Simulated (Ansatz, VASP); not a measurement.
## LaAg in VASP and in Ansatz

```xyz
2
Lattice="3.8095 0.0000 0.0000 0.0000 3.8095 0.0000 0.0000 0.0000 3.8095" Properties=species:S:1:pos:R:3 pbc="T T T"
La    1.9047    1.9047    1.9047
Ag    0.0000    0.0000    0.0000
```

Change from the starting cell: volume scaled by 1.04.

Alike in both runs: task single point; functional PBEsol; k mesh 9 × 9 × 9; occupations fermi-dirac, width 0.08 eV; no spin polarisation.

|  | VASP | Ansatz |
| --- | --- | --- |
| version | VASP 6.6.1 | Ansatz 0.2.0 |
| potentials or method | VASP PAW PBE potentials, release 64 (La, Ag), cutoff 520 eV | all-electron LAPW, scalar-relativistic |

|  | VASP | Ansatz | Ansatz less VASP |
| --- | --- | --- | --- |
| pressure (GPa) | -2.4 | -2.4 | +0.08 |

VASP's potentials were made for PBE, not for PBEsol. Ansatz ran all-electron here, and VASP with PAW potentials.

Neither program's run includes spin-orbit coupling.
